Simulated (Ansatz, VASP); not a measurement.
# BiTe: VASP beside Ansatz

Contents of INCAR:

```
PREC = Accurate
ENCUT = 520
EDIFF = 1E-7
ISMEAR = -1
SIGMA = 0.08
LREAL = False
LASPH = True
NELM = 100
ALGO = Normal
ISIF = 2
LWAVE = False
LCHARG = False
GGA = PE
NBANDS = 18
```

KPOINTS

```
regular mesh
0
Gamma
  10 10 10
```

POSCAR

```
BiTe
1.0
    0.0000000000      3.2775706714      3.2775706714
    3.2775706714      0.0000000000      3.2775706714
    3.2775706714      3.2775706714      0.0000000000
Bi Te
1 1
Direct
    0.0000000000      0.0000000000      0.0000000000
    0.5000000000      0.5000000000      0.5000000000
```

Input for Ansatz:

```yaml
crystal:
  lattice:
    - [0.0, 3.2775706714, 3.2775706714]
    - [3.2775706714, 0.0, 3.2775706714]
    - [3.2775706714, 3.2775706714, 0.0]
  atoms:
    - { symbol: Bi, position: [0.0, 0.0, 0.0] }
    - { symbol: Te, position: [0.5, 0.5, 0.5] }
kpoints:
  mp_grid: { grid: [10, 10, 10] }
scf:
  occupations: { method: fermi_dirac, width: 0.08 }
hamiltonian:
  xc: pbe
  pseudopotentials: { kind: all_electron, lapw: { basis_error: 0.0005 } }
output:
  forces: true
  stress: true
  eigenvalues: true
```

Change from the starting cell: volume scaled by 1.04.

Alike in both runs: task single point; functional PBE; k mesh 10 × 10 × 10; occupations fermi-dirac, width 0.08 eV; no spin polarisation.

|  | VASP | Ansatz |
| --- | --- | --- |
| version | VASP 6.6.1 | Ansatz 0.2.0 |
| potentials or method | VASP PAW PBE potentials, release 64 (Bi_d, Te), cutoff 520 eV | all-electron LAPW, scalar-relativistic |

VASP gave:

```
pressure (GPa) : -1.1
```

Task: What did Ansatz give for the same quantities?

Result: Pressure (GPa): -1.0.

Ansatz ran all-electron here, and VASP with PAW potentials.

Neither program's run includes spin-orbit coupling.
